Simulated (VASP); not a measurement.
Crystal: Rh.

```xyz
1
Lattice="0.0000 1.9030 1.9030 1.9030 0.0000 1.9030 1.9030 1.9030 0.0000" Properties=species:S:1:pos:R:3 pbc="T T T"
Rh    0.0000    0.0000    0.0000
```

| Property | Result |
| --- | --- |
| Program | VASP 6.6.1 |
| Task | relaxation of cell and atoms |
| Functional | PBEsol |
| Potentials or basis | VASP PAW PBE potentials, release 64 (Rh_pv) |
| Cutoff | 600 eV |
| k mesh | 18 × 18 × 18 |
| Occupations | gaussian, width 0.1 eV |
| Spin | no spin polarisation |

At the start: pressure -6.0 GPa; volume 13.78 Å³/atom.

Question: How do energy, volume and symmetry change on relaxing?

Answer: Over 4 steps the energy falls by 5.5 meV/atom and the volume is 13.49 Å³/atom (-2.1 %); space group Fm-3m (No. 225, to 0.05 Å).

The path:
```
step  energy change (eV)  largest force (eV/Å)  pressure (GPa)  volume (Å³)
   1              0.0000                0.0000           -5.97        13.78
   2              0.0332                0.0000           18.45        12.78
   3             -0.0055                0.0000           -0.15        13.50
   4             -0.0055                0.0000            0.04        13.49
```

Final structure:
```
Rh
1.0
     0.00000    1.88958    1.88958
     1.88958    0.00000    1.88958
     1.88958    1.88958    0.00000
Rh
1
Direct
  0.00000 0.00000 0.00000
```

Caveat: the PAW data sets were made with another functional, which shifts forces and pressure a little.
